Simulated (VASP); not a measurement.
# Li in VASP: a series of runs

Runs on Li. Level: PBE. Tasks: single point.

All numbers are computed with VASP 6.6.1; they aren't measurements. Logs are shortened: lines on timing, memory, paths and dates and some standing lists are left out, and cuts for length are marked.

### 1 The cell of the first run

The typed cell holds 6 atoms: a = 5.305 Å, b = 5.305 Å, c = 5.026 Å, α = 90.00°, β = 90.00°, γ = 120.00°.

### 2 Single point, PBE

Contents of INCAR:

```
PREC = Accurate
ENCUT = 520
EDIFF = 1E-6
ISMEAR = 0
SIGMA = 0.1
LREAL = F
LASPH = T
NELM = 100
ALGO = Normal
ISIF = 2
LWAVE = F
LCHARG = F
GGA = PE
NBANDS = 18
```

Contents of KPOINTS:

```
Automatic mesh
0
Gamma
  6 6 4
```

Contents of POSCAR:

```
Li
1.0
    5.3049952262      0.0000000027      0.0000000000
   -2.6524976155      4.5942606314      0.0000000000
    0.0000000000      0.0000000000      5.0257609585
Li
6
Direct
    0.3333103582      0.0000000000      0.2500000000
    0.0000000000      0.3333103582      0.2500000000
    0.6666896418      0.6666896418      0.2500000000
    0.6666896418      0.0000000000      0.7500000000
    0.0000000000      0.6666896418      0.7500000000
    0.3333103582      0.3333103582      0.7500000000
```

Potentials or basis: VASP PAW PBE potentials, release 64 (Li_sv).

The run is started by

```console
$ cat potpaw_PBE.64/Li_sv/POTCAR > POTCAR
$ mpirun -np 1 vasp_std > vasp.out
```

OUTCAR:

```text
PREC = Accurate
   ENCUT = 520
   EDIFF = 1E-6
   ISMEAR = 0
   LREAL = F
   LASPH = T
   NELM = 100
   ISIF = 2
   GGA = PE

 ion  position               nearest neighbor table
   1  0.333  0.000  0.250-
   2  0.000  0.333  0.250-
   3  0.667  0.667  0.250-
   4  0.667  0.000  0.750-
   5  0.000  0.667  0.750-
   6  0.333  0.333  0.750-

  LATTYP: Found a hexagonal cell.
 ALAT       =     5.3049952262
 C/A-ratio  =     0.9473638984

  Lattice vectors:

 A1 = (   5.3049952262,   0.0000000027,   0.0000000000)
 A2 = (  -2.6524976155,   4.5942606314,   0.0000000000)
 A3 = (   0.0000000000,   0.0000000000,   5.0257609585)

Analysis of symmetry for initial positions (statically):
=====================================================================
 Subroutine PRICEL returns:
 Original cell was already a primitive cell.

 Routine SETGRP: Setting up the symmetry group for a
 hexagonal supercell.

 Subroutine GETGRP returns: Found 24 space group operations
 (whereof 12 operations were pure point group operations)
 out of a pool of 24 trial point group operations.

The static configuration has the point symmetry D_3d.
 The point group associated with its full space group is D_6h.

Analysis of symmetry for dynamics (positions and initial velocities):
=====================================================================
 Subroutine PRICEL returns:
 Original cell was already a primitive cell.

 Routine SETGRP: Setting up the symmetry group for a
 hexagonal supercell.

 Subroutine GETGRP returns: Found 24 space group operations
 (whereof 12 operations were pure point group operations)
 out of a pool of 24 trial point group operations.

The dynamic configuration has the point symmetry D_3d.
 The point group associated with its full space group is D_6h.

 Subroutine INISYM returns: Found 24 space group operations
 (whereof 12 operations are pure point group operations),
 and found     1 'primitive' translations

----------------------------------------------------------------------------------------

                                     Primitive cell

  volume of cell :     122.4905

  direct lattice vectors                    reciprocal lattice vectors
     5.304995226  0.000000003  0.000000000     0.188501583  0.108831440  0.000000000
    -2.652497616  4.594260631  0.000000000    -0.000000000  0.217662880  0.000000000
     0.000000000  0.000000000  5.025760959     0.000000000  0.000000000  0.198974843

  length of vectors
     5.304995226  5.304995226  5.025760959     0.217662880  0.217662880  0.198974843

  position of ions in fractional coordinates (direct lattice)
     0.333310358  0.000000000  0.250000000
     0.000000000  0.333310358  0.250000000
     0.666689642  0.666689642  0.250000000
     0.666689642  0.000000000  0.750000000
     0.000000000  0.666689642  0.750000000
     0.333310358  0.333310358  0.750000000

  ion indices of the primitive-cell ions
   primitive index   ion index
                 1           1
                 2           2
                 3           3
                 4           4
                 5           5
                 6           6

----------------------------------------------------------------------------------------

 KPOINTS: Automatic mesh

Automatic generation of k-mesh.
 Grid dimensions read from file:
 generate k-points for:    6    6    4

 Generating k-lattice:

  Cartesian coordinates                     Fractional coordinates (reciprocal lattice)
     0.031416931  0.018138573  0.000000000     0.166666667 -0.000000000  0.000000000
    -0.000000000  0.036277147  0.000000000     0.000000000  0.166666667  0.000000000
     0.000000000  0.000000000  0.049743711     0.000000000  0.000000000  0.250000000

  Length of vectors
     0.036277147  0.036277147  0.049743711

  Shift w.r.t. Gamma in fractional coordinates (k-lattice)
     0.000000000  0.000000000  0.000000000

 Subroutine IBZKPT returns following result:
 ===========================================

 Found     21 irreducible k-points:

 Following reciprocal coordinates:
            Coordinates               Weight
  0.000000  0.000000  0.000000      1.000000
  0.166667  0.000000  0.000000      6.000000
  0.333333  0.000000  0.000000      6.000000
  0.500000  0.000000  0.000000      3.000000
  0.166667  0.166667  0.000000      6.000000
  0.333333  0.166667  0.000000     12.000000
[... 13 lines left out ...]
  0.333333  0.166667  0.500000     12.000000
  0.333333  0.333333  0.500000      2.000000
   k-points           NKPTS =     21   k-points in BZ     NKDIM =     21   number of bands    NBANDS=     18
   number of dos      NEDOS =    301   number of ions     NIONS =      6
   total plane-waves  NPLWV =  64000
   dimension x,y,z NGX =    40 NGY =   40 NGZ =   40
   dimension x,y,z NGXF=    80 NGYF=   80 NGZF=   80
   ions per type =               6
   NGX,Y,Z   is equivalent  to a cutoff of  12.54, 12.54, 13.23 a.u.
   NGXF,Y,Z  is equivalent  to a cutoff of  25.07, 25.07, 26.46 a.u.
 SYSTEM =  unknown system
   PREC   = accura    normal or accurate (medium, high low for compatibility)
   ISTART =      0    job   : 0-new  1-cont  2-samecut
   ICHARG =      2    charge: 1-file 2-atom 10-const
   ISPIN  =      1    spin polarized calculation?
   LNONCOLLINEAR =      F non collinear calculations
   LSORBIT =      F    spin-orbit coupling
   LASPH  =      T    aspherical Exc in radial PAW
   ENCUT  =  520.0 eV  38.22 Ry    6.18 a.u.   9.86  9.86  9.34*2*pi/ulx,y,z
   NELM   =    100;   NELMIN=  2; NELMDL= -5     # of ELM steps
   EDIFF  = 0.1E-05   stopping-criterion for ELM
   LREAL  =      F    real-space projection
   EDIFFG = 0.1E-04   stopping-criterion for IOM
   NSW    =      0    number of steps for IOM
   IBRION =     -1    ionic relax: 0-MD 1-quasi-New 2-CG
   NFREE  =      0    steps in history (QN), initial steepest desc. (CG)
   ISIF   =      2    stress and relaxation
   ISYM   =      2    0-nonsym 1-usesym 2-fastsym
   POTIM  = 0.5000    time-step for ionic-motion
   TEBEG  =    0.0;   TEEND  =   0.0 temperature during run
   PSTRESS=    0.0 pullay stress
   NELECT =      18.0000    total number of electrons
   NUPDOWN=      -1.0000    fix difference up-down
   EMIN   =  10.00;   EMAX   =-10.00  energy-range for DOS
   EFERMI =   0.00;   METHOD = LEGACY
   ISMEAR =     0;   SIGMA  =   0.10  broadening in eV -4-tet -1-fermi 0-gaus
   EFERMI_NEDOS =   21; number of points for ismear=-14 and -15
   IALGO  =     38    algorithm
   IMIX   =      4    mixing-type and parameters
     AMIX     =   0.40;   BMIX     =  1.00
     AMIX_MAG =   1.60;   BMIX_MAG =  1.00
  volume/ion in A,a.u.               =      20.42       137.77
  Fermi-wavevector in a.u.,A,eV,Ry     =   0.863903  1.632539 10.154408  0.746328
  Thomas-Fermi vector in A             =   1.981921
   LORBIT       =      0    0 simple, 1 ext, 2 COOP (PROOUT), +10 PAW based schemes
   GGA     = PE    functional components
   LHFCALC =     F    Hartree Fock is set to
   AEXX    =    0.0000 exact exchange contribution
   IVDW    =     0    specifies the selected vdW correction
   LEPSILON=     F    determine dielectric tensor
   LRPA    =     F    only Hartree local field effects (RPA)
 non-spin polarized calculation
 Gauss-broadening in eV      SIGMA  =   0.10
  energy-cutoff  :      520.00
  volume of cell :      122.49
 maximum number of plane-waves:      3316
 NGX is ok and might be reduce to    40

 number of electron      18.0000022 magnetization

 Free energy of the ion-electron system (eV)
  ---------------------------------------------------
  ext. energy  EPLUGINS =         0.00000000
  ---------------------------------------------------
  free energy    TOTEN  =       -11.45922032 eV

  energy without entropy =      -11.44505784  energy(sigma->0) =      -11.45213908

 E-fermi :   0.6078     XC(G=0):  -7.0269

 val. band max:        0.5903168559   @ k =   0.3333   0.1667   0.2500
 cond. band min:       0.7155218670   @ k =   0.3333   0.0000   0.0000
 fundamental gap:      0.1252050111
 Fermi energy:         0.6078446633

 k-point     1 :       0.0000    0.0000    0.0000
  band No.  band energies     occupation
      1     -45.9331      2.00000
      2     -45.9159      2.00000
      3     -45.9113      2.00000
      4     -45.9113      2.00000
      5     -45.9113      2.00000
      6     -45.9113      2.00000
[... 10 lines left out ...]
     17       6.8063      0.00000
     18       6.9812      0.00000

 k-point     2 :       0.1667    0.0000    0.0000
  band No.  band energies     occupation
      1     -45.9317      2.00000
      2     -45.9152      2.00000
      3     -45.9137      2.00000
      4     -45.9132      2.00000
      5     -45.9102      2.00000
      6     -45.9101      2.00000
[... 10 lines left out ...]
     17       6.0275      0.00000
     18       6.8169      0.00000

 k-point     3 :       0.3333    0.0000    0.0000
  band No.  band energies     occupation
      1     -45.9279      2.00000
      2     -45.9177      2.00000
      3     -45.9148      2.00000
      4     -45.9135      2.00000
      5     -45.9101      2.00000
      6     -45.9100      2.00000
[... 10 lines left out ...]
     17       6.5785      0.00000
     18       6.6208      0.00000

 k-point     4 :       0.5000    0.0000    0.0000
  band No.  band energies     occupation
      1     -45.9229      2.00000
      2     -45.9228      2.00000
      3     -45.9156      2.00000
      4     -45.9115      2.00000
      5     -45.9115      2.00000
      6     -45.9100      2.00000
[... 10 lines left out ...]
     17       6.7905      0.00000
     18       7.2599      0.00000

 k-point     5 :       0.1667    0.1667    0.0000
  band No.  band energies     occupation
      1     -45.9291      2.00000
      2     -45.9156      2.00000
      3     -45.9156      2.00000
      4     -45.9140      2.00000
      5     -45.9099      2.00000
      6     -45.9099      2.00000
[... 10 lines left out ...]
     17       5.4529      0.00000
     18       7.1024      0.00000

 k-point     6 :       0.3333    0.1667    0.0000
  band No.  band energies     occupation
      1     -45.9247      2.00000
      2     -45.9198      2.00000
      3     -45.9168      2.00000
      4     -45.9122      2.00000
      5     -45.9106      2.00000
      6     -45.9100      2.00000
[... 10 lines left out ...]
     17       6.4720      0.00000
     18       7.8351      0.00000

 k-point     7 :       0.3333    0.3333    0.0000
  band No.  band energies     occupation
      1     -45.9206      2.00000
      2     -45.9206      2.00000
      3     -45.9206      2.00000
      4     -45.9108      2.00000
      5     -45.9107      2.00000
      6     -45.9107      2.00000
[... 10 lines left out ...]
     17       6.6545      0.00000
     18       6.6546      0.00000

 k-point     8 :       0.0000    0.0000    0.2500
  band No.  band energies     occupation
      1     -45.9305      2.00000
      2     -45.9185      2.00000
      3     -45.9112      2.00000
      4     -45.9112      2.00000
      5     -45.9112      2.00000
      6     -45.9112      2.00000
[... 10 lines left out ...]
     17       5.2151      0.00000
     18       6.8932      0.00000
[... 166 lines left out ...]
     17       7.1732      0.00000
     18       7.2217      0.00000

 k-point    17 :       0.3333    0.0000    0.5000
  band No.  band energies     occupation
      1     -45.9207      2.00000
      2     -45.9207      2.00000
      3     -45.9139      2.00000
      4     -45.9139      2.00000
      5     -45.9124      2.00000
      6     -45.9124      2.00000
[... 10 lines left out ...]
     17       7.9034      0.00000
     18       7.9038      0.00000

 k-point    18 :       0.5000    0.0000    0.5000
  band No.  band energies     occupation
      1     -45.9172      2.00000
      2     -45.9172      2.00000
      3     -45.9172      2.00000
      4     -45.9172      2.00000
      5     -45.9127      2.00000
      6     -45.9127      2.00000
[... 10 lines left out ...]
     17       8.1385      0.00000
     18       8.1385      0.00000

 k-point    19 :       0.1667    0.1667    0.5000
  band No.  band energies     occupation
      1     -45.9216      2.00000
      2     -45.9216      2.00000
      3     -45.9127      2.00000
      4     -45.9127      2.00000
      5     -45.9127      2.00000
      6     -45.9127      2.00000
[... 10 lines left out ...]
     17       8.1862      0.00000
     18       8.1867      0.00000

 k-point    20 :       0.3333    0.1667    0.5000
  band No.  band energies     occupation
      1     -45.9185      2.00000
      2     -45.9185      2.00000
      3     -45.9152      2.00000
      4     -45.9152      2.00000
      5     -45.9134      2.00000
      6     -45.9134      2.00000
[... 10 lines left out ...]
     17       8.0621      0.00000
     18       8.0621      0.00000

 k-point    21 :       0.3333    0.3333    0.5000
  band No.  band energies     occupation
      1     -45.9157      2.00000
      2     -45.9157      2.00000
      3     -45.9157      2.00000
      4     -45.9157      2.00000
      5     -45.9157      2.00000
      6     -45.9157      2.00000
[... 10 lines left out ...]
     17       6.3787      0.00000
     18       6.3787      0.00000

------------------------ aborting loop because EDIFF is reached ----------------------------------------

  FORCE on cell =-STRESS in cart. coord.  units (eV):
  Direction    XX          YY          ZZ          XY          YZ          ZX
  --------------------------------------------------------------------------------------
  -------------------------------------------------------------------------------------
  Total       -0.1133569     -0.1133569     -0.1233373      0.0000000     -0.0000000     -0.0000000
  in kB       -1.4827094     -1.4827094     -1.6132539      0.0000000     -0.0000000     -0.0000000
  external PRESSURE =      -1.5262242 kB  Pullay stress =       0.0000000 kB

 VOLUME and BASIS-vectors are now :
 -----------------------------------------------------------------------------
  energy-cutoff  :      520.00
  volume of cell :      122.49
      direct lattice vectors                 reciprocal lattice vectors
     5.304995226  0.000000003  0.000000000     0.188501583  0.108831440  0.000000000
    -2.652497616  4.594260631  0.000000000    -0.000000000  0.217662880  0.000000000
     0.000000000  0.000000000  5.025760959     0.000000000  0.000000000  0.198974843

 POSITION                                       TOTAL-FORCE (eV/Angst)
 -----------------------------------------------------------------------------------
      1.76821      0.00000      1.25644         0.000459      0.000000     -0.000000
     -0.88410      1.53131      1.25644        -0.000229      0.000397     -0.000000
      1.76839      3.06295      1.25644        -0.000229     -0.000397      0.000000
      3.53679      0.00000      3.76932        -0.000459     -0.000000     -0.000000
     -1.76839      3.06295      3.76932         0.000229     -0.000397      0.000000
      0.88410      1.53131      3.76932         0.000229      0.000397     -0.000000
 -----------------------------------------------------------------------------------
    total drift:                                0.000000      0.000000      0.000000

  FREE ENERGIE OF THE ION-ELECTRON SYSTEM (eV)
  ---------------------------------------------------
  free  energy   TOTEN  =       -11.4592203200 eV

  energy  without entropy=      -11.4450578442  energy(sigma->0) =      -11.45213908
```

Wall time 25 s (1 thread of AMD EPYC 7R13 (Zen 3), shared host); peak memory 0.2 GiB.

Results:

- Free energy: -11.4592 eV
- Band gap on the k mesh: zero (band 9 reaches 2.77 eV, above the bottom of band 10 at -0.49 eV)

Caveat: the cutoff is under 1.25 times the usual one of these potentials, so pressure, stress and relaxed cells hold a basis-set (Pulay) error.

### 3 Single point, PBE

This run uses another cell than the first one: it holds 4 atoms, not 6.

Contents of INCAR:

```
SYSTEM = Li
ALGO = Fast
EDIFF = 1E-7
ENCUT = 520
GGA = PE
ISIF = 2
ISMEAR = 0
LASPH = .True.
LCHARG = .False.
LREAL = .False.
LWAVE = .False.
NBANDS = 14
NELM = 100
PREC = Accurate
SIGMA = 0.2
```

Contents of KPOINTS:

```
k-points
0
Gamma
  8 4 4
  0 0 0
```

Contents of POSCAR:

```
Li
1.0
   -1.5296549157      2.6494400321      0.0000000000
    0.0000000000      0.0000000000      4.9876809184
    4.5889647472      2.6494400321      0.0000000000
Li
4
Direct
    0.5000000000      0.2500000000      0.1666666667
    1.0000000000      0.2500000000      0.6666666667
    1.0000000000      0.7500000000      0.3333333333
    0.5000000000      0.7500000000      0.8333333333
```

Potentials or basis: VASP PAW PBE potentials, release 64 (Li_sv).

The run is started by

```console
$ cat potpaw_PBE.64/Li_sv/POTCAR > POTCAR
$ mpirun -np 1 vasp_std > vasp.out
```

Run time: 49 s. Hardware: 1 thread of AMD EPYC 7R13 (Zen 3), shared host; peak memory 0.16 GiB.

It converged, with:

```
Free energy            : -7.6489 eV
Largest force          : 0.008 eV/Å
Band gap on the k mesh : zero (band 6 reaches 1.64 eV, above the bottom of band 7 at -0.80 eV)
```

Forces on the atoms (eV/Å):
```
Li  -0.007 -0.004  0.000
Li  -0.007 -0.004  0.000
Li   0.007  0.004  0.000
Li   0.007  0.004  0.000
```

Levels at points of the mesh, in eV from the Fermi level:
```csv
k point,band 4,band 5,band 6,band 7,band 8,band 9
"(0.00, 0.00, 0.00)",-46.48,-3.55,-0.07,0.01,1.05,2.96
"(0.50, 0.00, 0.00)",-46.48,-0.55,-0.55,3.16,3.16,3.82
"(0.00, 0.50, 0.00)",-46.48,-2.43,-2.43,0.70,0.70,3.52
"(0.50, 0.50, 0.00)",-46.48,0.53,0.53,0.53,0.53,4.67
"(0.00, 0.00, 0.50)",-46.48,-2.55,-2.55,1.32,1.32,3.19
"(0.50, 0.00, 0.50)",-46.48,-0.07,-0.07,1.06,1.06,4.71
"(0.00, 0.50, 0.50)",-46.49,-1.42,-1.42,-1.42,-1.42,7.49
"(0.50, 0.50, 0.50)",-46.48,0.70,0.70,0.70,0.70,3.52
```

Caveat: the cutoff is under 1.25 times the usual one of these potentials, so pressure, stress and relaxed cells hold a basis-set (Pulay) error.
